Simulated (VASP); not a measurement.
# Al (Fm-3m) in VASP: further runs, part 2 of 2

VASP 6.6.1. Earlier steps stand in the parts before.

## 3. Single point, LDA (volume scaled by 0.92)

File INCAR:

```
SYSTEM = Al
PREC = Accurate ; ENCUT = 520
EDIFF = 1E-6 ; ISMEAR = -1
SIGMA = 0.1 ; LREAL = .FALSE.
LASPH = .TRUE. ; NELM = 80
ALGO = Normal ; ISIF = 2
LWAVE = .FALSE. ; LCHARG = .FALSE.
NBANDS = 8
```

File KPOINTS:

```
regular mesh
0
G
  22 22 22
  0 0 0
```

File POSCAR:

```
Al
1.0
    0.0000000000      1.9370166877      1.9370166877
    1.9370166877      0.0000000000      1.9370166877
    1.9370166877      1.9370166877      0.0000000000
Al
1
Direct
    0.0000000000      0.0000000000      0.0000000000
```

Potentials or basis: VASP PAW LDA potentials, release 64 (Al).

Launch:

```console
cat potpaw_LDA.64/Al/POTCAR > POTCAR
mpirun -np 1 vasp_std > vasp.out
```

OUTCAR:

```text
SYSTEM = Al
   PREC = Accurate
   ENCUT = 520
   EDIFF = 1E-6
   ISMEAR = -1
   LREAL = .FALSE.
   LASPH = .TRUE.
   NELM = 80
   ISIF = 2

 ion  position               nearest neighbor table
   1  0.000  0.000  0.000-

  LATTYP: Found a face centered cubic cell.
 ALAT       =     3.8740333754

  Lattice vectors:

 A1 = (   0.0000000000,   1.9370166877,   1.9370166877)
 A2 = (   1.9370166877,   0.0000000000,   1.9370166877)
 A3 = (   1.9370166877,   1.9370166877,   0.0000000000)

Analysis of symmetry for initial positions (statically):
=====================================================================
 Subroutine PRICEL returns:
 Original cell was already a primitive cell.

 Routine SETGRP: Setting up the symmetry group for a
 face centered cubic supercell.

 Subroutine GETGRP returns: Found 48 space group operations
 (whereof 48 operations were pure point group operations)
 out of a pool of 48 trial point group operations.

The static configuration has the point symmetry O_h .

Analysis of symmetry for dynamics (positions and initial velocities):
=====================================================================
 Subroutine PRICEL returns:
 Original cell was already a primitive cell.

 Routine SETGRP: Setting up the symmetry group for a
 face centered cubic supercell.

 Subroutine GETGRP returns: Found 48 space group operations
 (whereof 48 operations were pure point group operations)
 out of a pool of 48 trial point group operations.

The dynamic configuration has the point symmetry O_h .

 Subroutine INISYM returns: Found 48 space group operations
 (whereof 48 operations are pure point group operations),
 and found     1 'primitive' translations

----------------------------------------------------------------------------------------

                                     Primitive cell

  volume of cell :      14.5355

  direct lattice vectors                    reciprocal lattice vectors
     0.000000000  1.937016688  1.937016688    -0.258128907  0.258128907  0.258128907
     1.937016688  0.000000000  1.937016688     0.258128907 -0.258128907  0.258128907
     1.937016688  1.937016688  0.000000000     0.258128907  0.258128907 -0.258128907

  length of vectors
     2.739355270  2.739355270  2.739355270     0.447092381  0.447092381  0.447092381

  position of ions in fractional coordinates (direct lattice)
     0.000000000  0.000000000  0.000000000

  ion indices of the primitive-cell ions
   primitive index   ion index
                 1           1

----------------------------------------------------------------------------------------

 KPOINTS: regular mesh

Automatic generation of k-mesh.
 Grid dimensions read from file:
 generate k-points for:   22   22   22

 Generating k-lattice:

  Cartesian coordinates                     Fractional coordinates (reciprocal lattice)
    -0.011733132  0.011733132  0.011733132     0.045454545  0.000000000  0.000000000
     0.011733132 -0.011733132  0.011733132     0.000000000  0.045454545  0.000000000
     0.011733132  0.011733132 -0.011733132     0.000000000  0.000000000  0.045454545

  Length of vectors
     0.020322381  0.020322381  0.020322381

  Shift w.r.t. Gamma in fractional coordinates (k-lattice)
     0.000000000  0.000000000  0.000000000

 Subroutine IBZKPT returns following result:
 ===========================================

 Found    328 irreducible k-points:

 Following reciprocal coordinates:
            Coordinates               Weight
  0.000000  0.000000  0.000000      1.000000
  0.045455  0.000000  0.000000      8.000000
  0.090909  0.000000  0.000000      8.000000
  0.136364  0.000000  0.000000      8.000000
  0.181818  0.000000  0.000000      8.000000
  0.227273  0.000000  0.000000      8.000000
[... 16 lines left out ...]
  0.500000  0.045455  0.000000     24.000000
 -0.454545  0.045455  0.000000     24.000000
 [... further k-points ...]
   k-points           NKPTS =    328   k-points in BZ     NKDIM =    328   number of bands    NBANDS=      8
   number of dos      NEDOS =    301   number of ions     NIONS =      1
   total plane-waves  NPLWV =   8000
   dimension x,y,z NGX =    20 NGY =   20 NGZ =   20
   dimension x,y,z NGXF=    40 NGYF=   40 NGZF=   40
   ions per type =               1
   NGX,Y,Z   is equivalent  to a cutoff of  12.14, 12.14, 12.14 a.u.
   NGXF,Y,Z  is equivalent  to a cutoff of  24.28, 24.28, 24.28 a.u.
 SYSTEM =  Al
   PREC   = accura    normal or accurate (medium, high low for compatibility)
   ISTART =      0    job   : 0-new  1-cont  2-samecut
   ICHARG =      2    charge: 1-file 2-atom 10-const
   ISPIN  =      1    spin polarized calculation?
   LNONCOLLINEAR =      F non collinear calculations
   LSORBIT =      F    spin-orbit coupling
   LASPH  =      T    aspherical Exc in radial PAW
   ENCUT  =  520.0 eV  38.22 Ry    6.18 a.u.   5.09  5.09  5.09*2*pi/ulx,y,z
   NELM   =     80;   NELMIN=  2; NELMDL= -5     # of ELM steps
   EDIFF  = 0.1E-05   stopping-criterion for ELM
   LREAL  =      F    real-space projection
   EDIFFG = 0.1E-04   stopping-criterion for IOM
   NSW    =      0    number of steps for IOM
   IBRION =     -1    ionic relax: 0-MD 1-quasi-New 2-CG
   NFREE  =      0    steps in history (QN), initial steepest desc. (CG)
   ISIF   =      2    stress and relaxation
   ISYM   =      2    0-nonsym 1-usesym 2-fastsym
   POTIM  = 0.5000    time-step for ionic-motion
   TEBEG  =    0.0;   TEEND  =   0.0 temperature during run
   PSTRESS=    0.0 pullay stress
   NELECT =       3.0000    total number of electrons
   NUPDOWN=      -1.0000    fix difference up-down
   EMIN   =  10.00;   EMAX   =-10.00  energy-range for DOS
   EFERMI =   0.00;   METHOD = LEGACY
   ISMEAR =    -1;   SIGMA  =   0.10  broadening in eV -4-tet -1-fermi 0-gaus
   EFERMI_NEDOS =   21; number of points for ismear=-14 and -15
   IALGO  =     38    algorithm
   IMIX   =      4    mixing-type and parameters
     AMIX     =   0.40;   BMIX     =  1.00
     AMIX_MAG =   1.60;   BMIX_MAG =  1.00
  volume/ion in A,a.u.               =      14.54        98.09
  Fermi-wavevector in a.u.,A,eV,Ry     =   0.967472  1.828258 12.735090  0.936003
  Thomas-Fermi vector in A             =   2.097361
   LORBIT       =      0    0 simple, 1 ext, 2 COOP (PROOUT), +10 PAW based schemes
   GGA     = CA    functional components
   LHFCALC =     F    Hartree Fock is set to
   AEXX    =    0.0000 exact exchange contribution
   IVDW    =     0    specifies the selected vdW correction
   LEPSILON=     F    determine dielectric tensor
   LRPA    =     F    only Hartree local field effects (RPA)
 non-spin polarized calculation
  energy-cutoff  :      520.00
  volume of cell :       14.54
 maximum number of plane-waves:       403
   NGX = 11   NGY = 11   NGZ = 11

 number of electron       3.0000000 magnetization

 Free energy of the ion-electron system (eV)
  ---------------------------------------------------
  ext. energy  EPLUGINS =         0.00000000
  ---------------------------------------------------
  free energy    TOTEN  =        -4.16685849 eV

  energy without entropy =       -4.15541461  energy(sigma->0) =       -4.16113655

 E-fermi :   9.1590     XC(G=0): -10.8209

 val. band max:        9.1188885495   @ k =  -0.3636   0.3636   0.0000
 cond. band min:       9.1660167422   @ k =  -0.3182   0.4545   0.1364
 fundamental gap:      0.0471281927
 Fermi energy:         9.1590159196

 k-point     1 :       0.0000    0.0000    0.0000
  band No.  band energies     occupation
      1      -2.8296      2.00000
      2      22.4515      0.00000
      3      22.4515      0.00000
      4      22.4515      0.00000
      5      24.7979      0.00000
      6      24.7979      0.00000
      7      24.7979      0.00000
      8      26.7345      0.00000
[... 243 lines left out ...]
 k-point    24 :      -0.4545    0.0455    0.0000
  band No.  band energies     occupation
      1       3.5438      2.00000
      2       5.3104      2.00000
      3      19.8158      0.00000
      4      20.7663      0.00000
      5      22.2665      0.00000
      6      22.3895      0.00000
      7      25.7731      0.00000
      8      26.6976      0.00000

 [... further k-points ...]

------------------------ aborting loop because EDIFF is reached ----------------------------------------

  FORCE on cell =-STRESS in cart. coord.  units (eV):
  Direction    XX          YY          ZZ          XY          YZ          ZX
  --------------------------------------------------------------------------------------
  -------------------------------------------------------------------------------------
  Total        0.7871517      0.7871517      0.7871517      0.0000000      0.0000000      0.0000000
  in kB       86.7638730     86.7638730     86.7638730      0.0000000      0.0000000      0.0000000
  external PRESSURE =      86.7638730 kB  Pullay stress =       0.0000000 kB

 VOLUME and BASIS-vectors are now :
 -----------------------------------------------------------------------------
  energy-cutoff  :      520.00
  volume of cell :       14.54
      direct lattice vectors                 reciprocal lattice vectors
     0.000000000  1.937016688  1.937016688    -0.258128907  0.258128907  0.258128907
     1.937016688  0.000000000  1.937016688     0.258128907 -0.258128907  0.258128907
     1.937016688  1.937016688  0.000000000     0.258128907  0.258128907 -0.258128907

 POSITION                                       TOTAL-FORCE (eV/Angst)
 -----------------------------------------------------------------------------------
      0.00000      0.00000      0.00000         0.000000      0.000000     -0.000000
 -----------------------------------------------------------------------------------
    total drift:                               -0.000000     -0.000000     -0.000000

  FREE ENERGIE OF THE ION-ELECTRON SYSTEM (eV)
  ---------------------------------------------------
  free  energy   TOTEN  =        -4.1668584916 eV

  energy  without entropy=       -4.1554146129  energy(sigma->0) =       -4.16113655
```

stdout:

```text
POSCAR found type information on POSCAR Al
 POSCAR found :  1 types and       1 ions
 scaLAPACK will be used
 LDA part: xc-table for (Slater(with rela. corr.)+CA(PZ))
 , standard interpolation
 POSCAR, INCAR and KPOINTS ok, starting setup
 FFT: planning ... GRIDC
 FFT: planning ... GRID_SOFT
 FFT: planning ... GRID
 WAVECAR not read
 entering main loop
```

It used 22 s of CPU time on 1 thread of AMD EPYC 7R13 Processor (Zen 3), with other jobs on the host.

What came out:

```
Free energy : -4.1669 eV
Pressure    : 8.7 GPa
```

Levels at points of the mesh, in eV from the Fermi level:
| k point | band 1 | band 2 | band 3 | band 4 | band 5 |
| --- | --- | --- | --- | --- | --- |
| (0.00, 0.00, 0.00) | -11.99 | 13.29 | 13.29 | 13.29 | 15.64 |
| (0.50, 0.00, 0.00) | -5.05 | -4.56 | 12.04 | 12.04 | 12.66 |
| (0.50, 0.50, 0.00) | -3.19 | -1.64 | 5.33 | 6.17 | 6.17 |

## 4. Single point, LDA (volume scaled by 0.96)

File INCAR:

```
ALGO = Normal
EDIFF = 1E-6
ENCUT = 520
ISIF = 2
ISMEAR = -1
LASPH = True
LCHARG = False
LREAL = False
LWAVE = False
NBANDS = 8
NELM = 80
PREC = Accurate
SIGMA = 0.1
```

File KPOINTS:

```
k-points
0
Gamma
  22 22 22
```

File POSCAR:

```
Al
1.0
    0.0000000000      1.9646920938      1.9646920938
    1.9646920938      0.0000000000      1.9646920938
    1.9646920938      1.9646920938      0.0000000000
Al
1
Direct
    0.0000000000      0.0000000000      0.0000000000
```

Launch:

```console
cat potpaw_LDA.64/Al/POTCAR > POTCAR
mpirun -np 1 vasp_std > vasp.out
```

It took 38 s on 1 thread of AMD EPYC 7R13 (Zen 3), shared host; peak memory 0.11 GiB.

Results (log left out):

```yaml
Free_energy: -4.1914 eV
Pressure: 3.9 GPa
```

Levels at points of the mesh, in eV from the Fermi level:
| k point | band 1 | band 2 | band 3 | band 4 | band 5 |
| --- | --- | --- | --- | --- | --- |
| (0.00, 0.00, 0.00) | -11.68 | 13.05 | 13.05 | 13.05 | 15.04 |
| (0.50, 0.00, 0.00) | -4.88 | -4.50 | 11.84 | 11.84 | 12.17 |
| (0.50, 0.50, 0.00) | -3.09 | -1.62 | 5.32 | 5.95 | 5.95 |

## 5. The runs side by side

```csv
cell,gap on the mesh (eV),pressure (GPa)
"a = 2.699 Å, angles 60.0°, 1 atom",none,14.6
"a = 2.739 Å, angles 60.0°, 1 atom",none,8.7
"a = 2.778 Å, angles 60.0°, 1 atom",none,3.9
```

Alike in all rows: task single point; level LDA; potentials or basis VASP PAW LDA potentials, release 64 (Al); no spin polarisation; k mesh 22 × 22 × 22; cutoff (eV) 520; smearing fermi-dirac 0.1 eV.

Absolute energies hang on the potentials; compare differences alone.
